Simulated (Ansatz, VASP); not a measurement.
PbS: VASP beside Ansatz

The input INCAR:

```
ALGO = Normal
EDIFF = 1E-7
ENCUT = 520
GGA = PS
ISIF = 2
ISMEAR = 0
LASPH = True
LCHARG = False
LREAL = False
LWAVE = False
NBANDS = 28
NELM = 100
PREC = Accurate
SIGMA = 0.01
```

File KPOINTS:

```
k-points
0
Gamma
  5 5 5
```

The input POSCAR:

```
PbS
1.0
    2.0799530000     -5.9912970000      0.0000000000
    2.0799530000      5.9912970000      0.0000000000
    0.0000000000      0.0000000000      4.2793210000
Pb S
2 2
Direct
    0.8694370000      0.1305630000      0.7500000000
    0.1305630000      0.8694370000      0.2500000000
    0.6452030000      0.3547970000      0.7500000000
    0.3547970000      0.6452030000      0.2500000000
```

Input for Ansatz:

```yaml
crystal:
  lattice:
    - [2.079953, -5.991297, 0.0]
    - [2.079953, 5.991297, 0.0]
    - [0.0, 0.0, 4.279321]
  atoms:
    - { symbol: Pb, position: [0.869437, 0.130563, 0.75] }
    - { symbol: Pb, position: [0.130563, 0.869437, 0.25] }
    - { symbol: S, position: [0.645203, 0.354797, 0.75] }
    - { symbol: S, position: [0.354797, 0.645203, 0.25] }
kpoints:
  mp_grid:
    grid: [5, 5, 5]
hamiltonian:
  xc: pbesol
  pseudopotentials:
    kind: all_electron
    lapw: {}
scf:
  occupations:
    method: fixed
output:
  stress: true
```

Alike in both runs: task single point; functional PBEsol; k mesh 5 × 5 × 5; no spin polarisation.

```csv
,VASP,Ansatz
version,VASP 6.6.1,Ansatz 0.2.0
potentials or method,"VASP PAW PBE potentials, release 64 (Pb_d, S), cutoff 520 eV",all-electron (LAPW or listed datasets)
occupations,"gaussian, width 0.01 eV",fixed
```

VASP gave:

```
pressure (GPa)                                                : -1.9
traceless stress, the component that is largest in VASP (GPa) : 0.34
```

Task: What did Ansatz give for the same quantities?

Result: Pressure (GPa): -1.8; traceless stress, the component that is largest in VASP (GPa): 0.36.

VASP's potentials were made for PBE, not for PBEsol. Ansatz ran all-electron here, and VASP with PAW potentials.

Neither program's run includes spin-orbit coupling.
